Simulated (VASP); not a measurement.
# CsH (I4/mmm) in VASP: further runs, part 2 of 2

VASP 6.6.1. Earlier steps stand in the parts before.

## (4) Single point, r2SCAN

This run uses another cell than the first one, of 34.03 Å³/atom.

POSCAR

```
CsH
1.0
    3.1731926501      3.1731926501      0.0000000000
   -3.1731926501      3.1731926501      0.0000000000
    0.0000000000      0.0000000000      6.7585600000
Cs H
2 2
Direct
    0.0000000000      0.0000000000      0.0000000000
    0.5000000000      0.5000000000      0.5000000000
    0.5000000000      0.5000000000      0.0000000000
    0.0000000000      0.0000000000      0.5000000000
```

INCAR.step1

```
  PREC = Accurate
  ENCUT = 520
  ISMEAR = 0
  SIGMA = 0.02
  LREAL = F
  LASPH = T
  NELM = 60
  NBANDS = 18
  GGA = PE
  ALGO = Normal
  EDIFF = 1E-4
  LWAVE = T
  LCHARG = F
```

INCAR.step2

```
  PREC = Accurate
  ENCUT = 520
  EDIFF = 1E-6
  ISMEAR = 0
  SIGMA = 0.02
  LREAL = F
  LASPH = T
  NELM = 60
  ALGO = Normal
  ISIF = 2
  LWAVE = F
  LCHARG = F
  METAGGA = R2SCAN
  LMIXTAU = T
  NBANDS = 18
  ISTART = 1
```

KPOINTS

```
Automatic mesh
0
Gamma
  6 6 4
```

Potentials or basis: VASP PAW PBE potentials, release 64 (Cs_sv, H).

The run is started by

```console
$ cat potpaw_PBE.64/Cs_sv/POTCAR potpaw_PBE.64/H/POTCAR > POTCAR
$ cp INCAR.step1 INCAR
$ mpirun -np 1 vasp_std > vasp.out
$ cp INCAR.step2 INCAR
$ mpirun -np 1 vasp_std > vasp.out
```

OUTCAR:

```text
PREC = Accurate
   ENCUT = 520
   EDIFF = 1E-6
   ISMEAR = 0
   LREAL = F
   LASPH = T
   NELM = 60
   ISIF = 2
   METAGGA = R2SCAN
   ISTART = 1

 ion  position               nearest neighbor table
   1  0.000  0.000  0.000-
   2  0.500  0.500  0.500-
   3  0.500  0.500  0.000-
   4  0.000  0.000  0.500-

  LATTYP: Found a simple tetragonal cell.
 ALAT       =     4.4875720818
 C/A-ratio  =     1.5060616023

  Lattice vectors:

 A1 = (   3.1731926501,   3.1731926501,   0.0000000000)
 A2 = (  -3.1731926501,   3.1731926501,   0.0000000000)
 A3 = (   0.0000000000,   0.0000000000,   6.7585600000)

Analysis of symmetry for initial positions (statically):
=====================================================================
 Subroutine PRICEL returns following result:

  LATTYP: Found a body centered tetragonal cell.
 ALAT       =     4.4875720818
 C/A-ratio  =     1.5060616023

[... 178 lines left out ...]

 number of electron      20.0000002 magnetization

 Free energy of the ion-electron system (eV)
  ---------------------------------------------------
  ext. energy  EPLUGINS =         0.00000000
  ---------------------------------------------------
  free energy    TOTEN  =       -57.95171127 eV

  energy without entropy =      -57.95171127  energy(sigma->0) =      -57.95171127

 E-fermi :  -0.1659     XC(G=0):  -7.3604

 val. band max:       -0.3200256351   @ k =   0.5000   0.0000   0.5000
 cond. band min:       2.3776070881   @ k =   0.5000   0.0000   0.5000
 fundamental gap:      2.6976327232
 Fermi energy:        -0.1659336682

 k-point     1 :       0.0000    0.0000    0.0000
  band No.  band energies     occupation
      1     -22.3913      2.00000
      2     -22.3153      2.00000
      3      -9.1774      2.00000
      4      -8.6920      2.00000
      5      -8.6920      2.00000
      6      -8.5740      2.00000
[... 481 lines left out ...]
      5      -8.6595      2.00000
      6      -8.6595      2.00000
[... 10 lines left out ...]
     17       7.2538      0.00000
     18       7.2538      0.00000

 [... further k-points ...]
[... 5 lines left out ...]
  --------------------------------------------------------------------------------------
  -------------------------------------------------------------------------------------
  Total        0.0279022      0.0279022     -0.8691229      0.0000000      0.0000000      0.0000000
  in kB        0.3284519      0.3284519    -10.2309209      0.0000000      0.0000000      0.0000000
  external PRESSURE =      -3.1913390 kB  Pullay stress =       0.0000000 kB

 VOLUME and BASIS-vectors are now :
 -----------------------------------------------------------------------------
  energy-cutoff  :      520.00
  volume of cell :      136.11
      direct lattice vectors                 reciprocal lattice vectors
     3.173192650  3.173192650  0.000000000     0.157570011  0.157570011  0.000000000
    -3.173192650  3.173192650  0.000000000    -0.157570011  0.157570011  0.000000000
     0.000000000  0.000000000  6.758560000     0.000000000  0.000000000  0.147960512

 POSITION                                       TOTAL-FORCE (eV/Angst)
 -----------------------------------------------------------------------------------
      0.00000      0.00000      0.00000        -0.000000     -0.000000      0.000000
      0.00000      3.17319      3.37928        -0.000000      0.000000     -0.000000
      0.00000      3.17319      0.00000         0.000000      0.000000      0.000000
      0.00000      0.00000      3.37928         0.000000      0.000000      0.000000
 -----------------------------------------------------------------------------------
    total drift:                               -0.000000      0.000000      0.000000

  FREE ENERGIE OF THE ION-ELECTRON SYSTEM (eV)
  ---------------------------------------------------
  free  energy   TOTEN  =       -57.9517112701 eV

  energy  without entropy=      -57.9517112701  energy(sigma->0) =      -57.95171127
```

OSZICAR.step1:

```text
N       E                     dE             d eps       ncg     rms          rms(c)
DAV:   1     0.114357287744E+03    0.11436E+03   -0.77454E+03  1080   0.900E+02
DAV:   2     0.114673541001E+01   -0.11321E+03   -0.10911E+03  1386   0.150E+02
DAV:   3    -0.106272920634E+02   -0.11774E+02   -0.11749E+02  1348   0.551E+01
DAV:   4    -0.107589906551E+02   -0.13170E+00   -0.13167E+00  1394   0.687E+00
DAV:   5    -0.107597615723E+02   -0.77092E-03   -0.77087E-03  1362   0.511E-01    0.533E+00
DAV:   6    -0.931773971754E+01    0.14420E+01   -0.15847E+00  1156   0.372E+00    0.223E+00
DAV:   7    -0.903718603080E+01    0.28055E+00   -0.18367E+00  1186   0.351E+00    0.980E-01
DAV:   8    -0.910532014578E+01   -0.68134E-01   -0.20784E-01  1146   0.150E+00    0.651E-01
DAV:   9    -0.908399761110E+01    0.21323E-01   -0.62358E-02  1274   0.745E-01    0.103E-01
DAV:  10    -0.908514586966E+01   -0.11483E-02   -0.10687E-02  1226   0.275E-01    0.899E-02
DAV:  11    -0.908529331207E+01   -0.14744E-03   -0.75394E-04  1158   0.115E-01    0.488E-02
DAV:  12    -0.908520370508E+01    0.89607E-04   -0.41538E-04   990   0.549E-02
   1 F= -.90852037E+01 E0= -.90852037E+01  d E =-.125153E-11
```

Wall time 3.7 min (1 thread of AMD EPYC 7R13, shared host); peak memory 0.28 GiB.

What came out:

```yaml
Free_energy: -57.9517 eV
Pressure: -0.3 GPa
Band_gap_on_the_k_mesh: 2.70 eV
```

Stress tensor (GPa, compression positive):
```
 0.03  0.00  0.00
 0.00  0.03  0.00
 0.00  0.00 -1.02
```

Caveat: the PAW data sets were made with another functional, which shifts forces and pressure a little; spin-orbit coupling is left out, which moves the levels of the heavy elements. r2SCAN opens gaps a little over a GGA but as a rule still falls short of measured ones.
